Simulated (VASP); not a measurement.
# WSe2 (P6_3/mmc) in VASP: notebook

The runs below take WSe2 through single point, with PBE.

All numbers are computed with VASP 6.6.1; they aren't measurements. Logs are shortened: lines on timing, memory, paths and dates and some standing lists are left out, and cuts for length are marked.

## 1. The cell of the first run

The structure is hexagonal, space group P6_3/mmc (No. 194). The conventional cell has a = 3.322 Å, b = 3.322 Å, c = 14.593 Å, α = 90.00°, β = 90.00°, γ = 120.00°. W (site symmetry -6m2) has 6 Se at 2.55 Å and 6 W at 3.32 Å within 3.4 Å. Se (site symmetry 3m) has 3 W at 2.55 Å and 7 Se at 3.32 to 3.36 Å within 3.4 Å.

## 2. Single point, PBE (uniaxial strain along c: -3.0 %, then relaxed in part)

File INCAR:

```
SYSTEM = WSe2
PREC = Accurate
ENCUT = 520
EDIFF = 1E-6
ISMEAR = 0
SIGMA = 0.02
LREAL = .FALSE.
LASPH = .TRUE.
NELM = 80
ALGO = Normal
ISIF = 2
LWAVE = .FALSE.
LCHARG = .TRUE.
GGA = PE
LELF = .TRUE.
LVHAR = .TRUE.
NBANDS = 35
```

File KPOINTS:

```
Automatic mesh
0
G
  12 12 2
  0 0 0
```

File POSCAR:

```
WSe2
1.0
    3.3217279160      0.0000000000      0.0000000000
   -1.6608639580      2.8767007597      0.0000000000
    0.0000000000      0.0000000000     14.5925122436
W Se
2 4
Direct
    0.6666665976      0.3333334024      0.7500000000
    0.3333334024      0.6666665976      0.2500000000
    0.3333332634      0.6666667366      0.8649624714
    0.6666667366      0.3333332634      0.3649624714
    0.3333332634      0.6666667366      0.6350375286
    0.6666667366      0.3333332634      0.1350375286
```

Potentials or basis: VASP PAW PBE potentials, release 64 (W_sv, Se).

Command:

```console
$ cat potpaw_PBE.64/W_sv/POTCAR potpaw_PBE.64/Se/POTCAR > POTCAR
$ mpirun -np 1 vasp_std > vasp.out
```

OUTCAR:

```text
SYSTEM = WSe2
   PREC = Accurate
   ENCUT = 520
   EDIFF = 1E-6
   ISMEAR = 0
   LREAL = .FALSE.
   LASPH = .TRUE.
   NELM = 80
   ISIF = 2
   GGA = PE

 ion  position               nearest neighbor table
   1  0.667  0.333  0.750-   3 2.55   5 2.55   3 2.55   5 2.55   3 2.55   5 2.55
   2  0.333  0.667  0.250-   4 2.55   6 2.55   4 2.55   6 2.55   4 2.55   6 2.55
   3  0.333  0.667  0.865-   1 2.55   1 2.55   1 2.55
   4  0.667  0.333  0.365-   2 2.55   2 2.55   2 2.55
   5  0.333  0.667  0.635-   1 2.55   1 2.55   1 2.55
   6  0.667  0.333  0.135-   2 2.55   2 2.55   2 2.55

  LATTYP: Found a hexagonal cell.
 ALAT       =     3.3217279160
 C/A-ratio  =     4.3930486219

  Lattice vectors:

 A1 = (   3.3217279160,   0.0000000000,   0.0000000000)
 A2 = (  -1.6608639580,   2.8767007597,   0.0000000000)
 A3 = (   0.0000000000,   0.0000000000,  14.5925122436)

Analysis of symmetry for initial positions (statically):
=====================================================================
 Subroutine PRICEL returns:
 Original cell was already a primitive cell.

 Routine SETGRP: Setting up the symmetry group for a
 hexagonal supercell.

 Subroutine GETGRP returns: Found 24 space group operations
 (whereof 12 operations were pure point group operations)
 out of a pool of 24 trial point group operations.

The static configuration has the point symmetry D_3d.
 The point group associated with its full space group is D_6h.

Analysis of symmetry for dynamics (positions and initial velocities):
=====================================================================
 Subroutine PRICEL returns:
 Original cell was already a primitive cell.

 Routine SETGRP: Setting up the symmetry group for a
 hexagonal supercell.

 Subroutine GETGRP returns: Found 24 space group operations
 (whereof 12 operations were pure point group operations)
 out of a pool of 24 trial point group operations.

The dynamic configuration has the point symmetry D_3d.
 The point group associated with its full space group is D_6h.

 Subroutine INISYM returns: Found 24 space group operations
 (whereof 12 operations are pure point group operations),
 and found     1 'primitive' translations

----------------------------------------------------------------------------------------

                                     Primitive cell

  volume of cell :     139.4405

  direct lattice vectors                    reciprocal lattice vectors
     3.321727916  0.000000000  0.000000000     0.301048137  0.173810223  0.000000000
    -1.660863958  2.876700760  0.000000000     0.000000000  0.347620446  0.000000000
     0.000000000  0.000000000 14.592512244     0.000000000  0.000000000  0.068528296

  length of vectors
     3.321727916  3.321727916 14.592512244     0.347620446  0.347620446  0.068528296

  position of ions in fractional coordinates (direct lattice)
     0.666666598  0.333333402  0.750000000
     0.333333402  0.666666598  0.250000000
     0.333333263  0.666666737  0.864962471
     0.666666737  0.333333263  0.364962471
     0.333333263  0.666666737  0.635037529
     0.666666737  0.333333263  0.135037529

  ion indices of the primitive-cell ions
   primitive index   ion index
                 1           1
                 2           2
                 3           3
                 4           4
                 5           5
                 6           6

----------------------------------------------------------------------------------------

 KPOINTS: Automatic mesh

Automatic generation of k-mesh.
 Grid dimensions read from file:
 generate k-points for:   12   12    2

 Generating k-lattice:

  Cartesian coordinates                     Fractional coordinates (reciprocal lattice)
     0.025087345  0.014484185  0.000000000     0.083333333  0.000000000  0.000000000
     0.000000000  0.028968370  0.000000000     0.000000000  0.083333333  0.000000000
     0.000000000  0.000000000  0.034264148     0.000000000  0.000000000  0.500000000

  Length of vectors
     0.028968370  0.028968370  0.034264148

  Shift w.r.t. Gamma in fractional coordinates (k-lattice)
     0.000000000  0.000000000  0.000000000

 Subroutine IBZKPT returns following result:
 ===========================================

 Found     38 irreducible k-points:

 Following reciprocal coordinates:
            Coordinates               Weight
  0.000000  0.000000  0.000000      1.000000
  0.083333 -0.000000  0.000000      6.000000
  0.166667 -0.000000  0.000000      6.000000
  0.250000  0.000000  0.000000      6.000000
  0.333333  0.000000  0.000000      6.000000
  0.416667 -0.000000  0.000000      6.000000
[... 16 lines left out ...]
  0.250000  0.000000  0.500000      6.000000
  0.333333  0.000000  0.500000      6.000000
 [... further k-points ...]
   k-points           NKPTS =     38   k-points in BZ     NKDIM =     38   number of bands    NBANDS=     35
   number of dos      NEDOS =    301   number of ions     NIONS =      6
   total plane-waves  NPLWV =  87808
   dimension x,y,z NGX =    28 NGY =   28 NGZ =  112
   dimension x,y,z NGXF=    56 NGYF=   56 NGZF=  224
   ions per type =               2   4
   NGX,Y,Z   is equivalent  to a cutoff of  14.01, 14.01, 12.76 a.u.
   NGXF,Y,Z  is equivalent  to a cutoff of  28.03, 28.03, 25.52 a.u.
 SYSTEM =  WSe2
   PREC   = accura    normal or accurate (medium, high low for compatibility)
   ISTART =      0    job   : 0-new  1-cont  2-samecut
   ICHARG =      2    charge: 1-file 2-atom 10-const
   ISPIN  =      1    spin polarized calculation?
   LNONCOLLINEAR =      F non collinear calculations
   LSORBIT =      F    spin-orbit coupling
   LASPH  =      T    aspherical Exc in radial PAW
   ENCUT  =  520.0 eV  38.22 Ry    6.18 a.u.   6.18  6.18 27.13*2*pi/ulx,y,z
   NELM   =     80;   NELMIN=  2; NELMDL= -5     # of ELM steps
   EDIFF  = 0.1E-05   stopping-criterion for ELM
   LREAL  =      F    real-space projection
   EDIFFG = 0.1E-04   stopping-criterion for IOM
   NSW    =      0    number of steps for IOM
   IBRION =     -1    ionic relax: 0-MD 1-quasi-New 2-CG
   NFREE  =      0    steps in history (QN), initial steepest desc. (CG)
   ISIF   =      2    stress and relaxation
   ISYM   =      2    0-nonsym 1-usesym 2-fastsym
   POTIM  = 0.5000    time-step for ionic-motion
   TEBEG  =    0.0;   TEEND  =   0.0 temperature during run
   PSTRESS=    0.0 pullay stress
   NELECT =      52.0000    total number of electrons
   NUPDOWN=      -1.0000    fix difference up-down
   EMIN   =  10.00;   EMAX   =-10.00  energy-range for DOS
   EFERMI =   0.00;   METHOD = LEGACY
   ISMEAR =     0;   SIGMA  =   0.02  broadening in eV -4-tet -1-fermi 0-gaus
   EFERMI_NEDOS =   21; number of points for ismear=-14 and -15
   IALGO  =     38    algorithm
   IMIX   =      4    mixing-type and parameters
     AMIX     =   0.40;   BMIX     =  1.00
     AMIX_MAG =   1.60;   BMIX_MAG =  1.00
  volume/ion in A,a.u.               =      23.24       156.83
  Fermi-wavevector in a.u.,A,eV,Ry     =   1.178365  2.226786 18.892275  1.388543
  Thomas-Fermi vector in A             =   2.314695
   LORBIT       =      0    0 simple, 1 ext, 2 COOP (PROOUT), +10 PAW based schemes
   GGA     = PE    functional components
   LHFCALC =     F    Hartree Fock is set to
   AEXX    =    0.0000 exact exchange contribution
   IVDW    =     0    specifies the selected vdW correction
   LEPSILON=     F    determine dielectric tensor
   LRPA    =     F    only Hartree local field effects (RPA)
 non-spin polarized calculation
 Gauss-broadening in eV      SIGMA  =   0.02
  energy-cutoff  :      520.00
  volume of cell :      139.44
 maximum number of plane-waves:      3786
 NGX is ok and might be reduce to    28
   NGX = 13   NGY = 13   NGZ = 55

 number of electron      52.0000001 magnetization

 Free energy of the ion-electron system (eV)
  ---------------------------------------------------
  ext. energy  EPLUGINS =         0.00000000
  ---------------------------------------------------
  free energy    TOTEN  =       -43.25399533 eV

  energy without entropy =      -43.25399533  energy(sigma->0) =      -43.25399533

 E-fermi :   4.6832     XC(G=0):  -9.8323

 val. band max:        4.5812509373   @ k =   0.3333   0.3333   0.0000
 cond. band min:       5.9923352224   @ k =   0.1667   0.1667   0.0000
 fundamental gap:      1.4110842851
 Fermi energy:         4.6831626435

 k-point     1 :       0.0000    0.0000    0.0000
  band No.  band energies     occupation
      1     -69.5338      2.00000
      2     -69.5338      2.00000
      3     -33.7523      2.00000
      4     -33.7523      2.00000
      5     -33.6516      2.00000
      6     -33.6516      2.00000
[... 27 lines left out ...]
     34       7.6310      0.00000
     35       8.9266      0.00000

 k-point     2 :       0.0833   -0.0000    0.0000
  band No.  band energies     occupation
      1     -69.5332      2.00000
      2     -69.5332      2.00000
      3     -33.7496      2.00000
      4     -33.7496      2.00000
      5     -33.6657      2.00000
      6     -33.6657      2.00000
[... 27 lines left out ...]
     34       7.6296      0.00000
     35       9.5138      0.00000

 k-point     3 :       0.1667   -0.0000    0.0000
  band No.  band energies     occupation
      1     -69.5316      2.00000
      2     -69.5316      2.00000
      3     -33.7424      2.00000
      4     -33.7423      2.00000
      5     -33.7040      2.00000
      6     -33.7040      2.00000
[... 27 lines left out ...]
     34       8.0404      0.00000
     35      10.3031      0.00000

 k-point     4 :       0.2500    0.0000    0.0000
  band No.  band energies     occupation
      1     -69.5294      2.00000
      2     -69.5294      2.00000
      3     -33.7559      2.00000
      4     -33.7559      2.00000
      5     -33.7324      2.00000
      6     -33.7324      2.00000
[... 27 lines left out ...]
     34       8.4558      0.00000
     35      10.6403      0.00000

 k-point     5 :       0.3333    0.0000    0.0000
  band No.  band energies     occupation
      1     -69.5272      2.00000
      2     -69.5271      2.00000
      3     -33.8072      2.00000
      4     -33.8072      2.00000
      5     -33.7225      2.00000
      6     -33.7225      2.00000
[... 638 lines left out ...]
 k-point    22 :       0.1667   -0.0000    0.5000
  band No.  band energies     occupation
      1     -69.5316      2.00000
      2     -69.5316      2.00000
      3     -33.7424      2.00000
      4     -33.7424      2.00000
      5     -33.7040      2.00000
      6     -33.7040      2.00000
[... 27 lines left out ...]
     34       8.0185      0.00000
     35      10.6650      0.00000

 k-point    23 :       0.2500    0.0000    0.5000
  band No.  band energies     occupation
      1     -69.5294      2.00000
      2     -69.5294      2.00000
      3     -33.7559      2.00000
      4     -33.7559      2.00000
      5     -33.7324      2.00000
      6     -33.7324      2.00000
[... 27 lines left out ...]
     34       8.4178      0.00000
     35      10.9308      0.00000

 k-point    24 :       0.3333    0.0000    0.5000
  band No.  band energies     occupation
      1     -69.5272      2.00000
      2     -69.5272      2.00000
      3     -33.8072      2.00000
      4     -33.8072      2.00000
      5     -33.7225      2.00000
      6     -33.7225      2.00000
[... 27 lines left out ...]
     34       8.6970      0.00000
     35      10.4693      0.00000

 [... further k-points ...]

------------------------ aborting loop because EDIFF is reached ----------------------------------------

  FORCE on cell =-STRESS in cart. coord.  units (eV):
  Direction    XX          YY          ZZ          XY          YZ          ZX
  --------------------------------------------------------------------------------------
  -------------------------------------------------------------------------------------
  Total        0.1834374      0.1834374      0.4026888      0.0000000      0.0000000      0.0000000
  in kB        2.1077047      2.1077047      4.6269125      0.0000000      0.0000000      0.0000000
  external PRESSURE =       2.9474407 kB  Pullay stress =       0.0000000 kB

 VOLUME and BASIS-vectors are now :
 -----------------------------------------------------------------------------
  energy-cutoff  :      520.00
  volume of cell :      139.44
      direct lattice vectors                 reciprocal lattice vectors
     3.321727916  0.000000000  0.000000000     0.301048137  0.173810223  0.000000000
    -1.660863958  2.876700760  0.000000000     0.000000000  0.347620446  0.000000000
     0.000000000  0.000000000 14.592512244     0.000000000  0.000000000  0.068528296

 POSITION                                       TOTAL-FORCE (eV/Angst)
 -----------------------------------------------------------------------------------
      1.66086      0.95890     10.94438        -0.000000      0.000000      0.000000
      0.00000      1.91780      3.64813         0.000000     -0.000000      0.000000
     -0.00000      1.91780     12.62198         0.000000      0.000000      0.044571
      1.66086      0.95890      5.32572         0.000000     -0.000000      0.044571
     -0.00000      1.91780      9.26679         0.000000      0.000000     -0.044571
      1.66086      0.95890      1.97054         0.000000     -0.000000     -0.044571
 -----------------------------------------------------------------------------------
    total drift:                               -0.000200      0.000115     -0.000007

  FREE ENERGIE OF THE ION-ELECTRON SYSTEM (eV)
  ---------------------------------------------------
  free  energy   TOTEN  =       -43.2539953320 eV

  energy  without entropy=      -43.2539953320  energy(sigma->0) =      -43.25399533
```

Run time: 5.6 min. Hardware: 1 thread of Intel Xeon 8259CL, shared host; peak memory 0.38 GiB.

What came out:

```
Free energy            : -43.2540 eV
Pressure               : 0.3 GPa
Largest force          : 0.045 eV/Å
Band gap on the k mesh : 1.41 eV (least direct gap 1.51 eV)
```

Forces on the atoms (eV/Å):
```
W    0.000  0.000  0.000
W    0.000  0.000  0.000
Se   0.000  0.000  0.045
Se   0.000  0.000  0.045
Se   0.000  0.000 -0.045
Se   0.000  0.000 -0.045
```

Stress tensor (GPa, compression positive):
```
0.21 0.00 0.00
0.00 0.21 0.00
0.00 0.00 0.46
```

Caveat: the cell differs from its parent crystal (uniaxial strain along c: -3.0 %, then relaxed in part); spin-orbit coupling is left out, which moves the levels of the heavy elements; this functional lacks dispersion, which binds the layers, so the pressure and a relaxed spacing across them are unreliable. A k mesh can miss the band edges.

## 3. Single point, PBE (uniaxial strain along c: -2.0 %, then relaxed in part)

Edit INCAR of step 2 so:

```diff
@@ -8,3 +8,3 @@
 LASPH = .TRUE.
-NELM = 80
+NELM = 60
 ALGO = Normal
```

KPOINTS is that of step 2.

File POSCAR:

```
WSe2
1.0
    3.3212933016      0.0000000000      0.0000000000
   -1.6606466508      2.8763243726      0.0000000000
    0.0000000000      0.0000000000     14.7429505142
W Se
2 4
Direct
    0.6666666669      0.3333333331      0.7500000000
    0.3333333331      0.6666666669      0.2500000000
    0.3333333335      0.6666666665      0.8638087006
    0.6666666665      0.3333333335      0.3638087006
    0.3333333335      0.6666666665      0.6361912994
    0.6666666665      0.3333333335      0.1361912994
```

Potentials or basis: VASP PAW PBE potentials, release 64 (W_sv, Se).

Command:

```console
$ cat potpaw_PBE.64/W_sv/POTCAR potpaw_PBE.64/Se/POTCAR > POTCAR
$ mpirun -np 1 vasp_std > vasp.out
```

Run time: 6.4 min. Hardware: 1 thread of Intel Xeon 8259CL, shared host; peak memory 0.37 GiB.

The run converged. Its results:

```
Free energy            : -43.2551 eV
Pressure               : 0.3 GPa
Largest force          : 0.044 eV/Å
Band gap on the k mesh : 1.43 eV (least direct gap 1.51 eV)
```

Forces in eV/Å, atoms in the order of the input:
```
W    0.000  0.000  0.000
W    0.000  0.000  0.000
Se   0.000  0.000  0.044
Se   0.000  0.000  0.044
Se   0.000  0.000 -0.044
Se   0.000  0.000 -0.044
```

Stress tensor (GPa, compression positive):
```
0.22 0.00 0.00
0.00 0.22 0.00
0.00 0.00 0.41
```

Levels at points of the mesh, in eV from the valence-band top:
| k point | band 22 | band 23 | band 24 | band 25 | band 26 | band 27 | band 28 | band 29 | band 30 | band 31 |
| --- | --- | --- | --- | --- | --- | --- | --- | --- | --- | --- |
| (0.00, 0.00, 0.00) | -1.27 | -1.26 | -1.26 | -0.60 | -0.04 | 2.86 | 2.86 | 2.87 | 2.87 | 3.02 |
| (0.50, 0.00, 0.00) | -2.14 | -1.03 | -1.00 | -1.00 | -0.96 | 2.31 | 2.32 | 2.62 | 2.74 | 3.38 |
| (0.00, 0.00, 0.50) | -1.27 | -1.27 | -1.27 | -0.24 | -0.24 | 2.86 | 2.86 | 2.86 | 2.86 | 3.03 |
| (0.50, 0.00, 0.50) | -2.16 | -1.01 | -1.01 | -0.98 | -0.98 | 2.31 | 2.31 | 2.68 | 2.68 | 3.60 |

Caveat: the cell differs from its parent crystal (uniaxial strain along c: -2.0 %, then relaxed in part); spin-orbit coupling is left out, which moves the levels of the heavy elements; this functional lacks dispersion, which binds the layers, so the pressure and a relaxed spacing across them are unreliable.
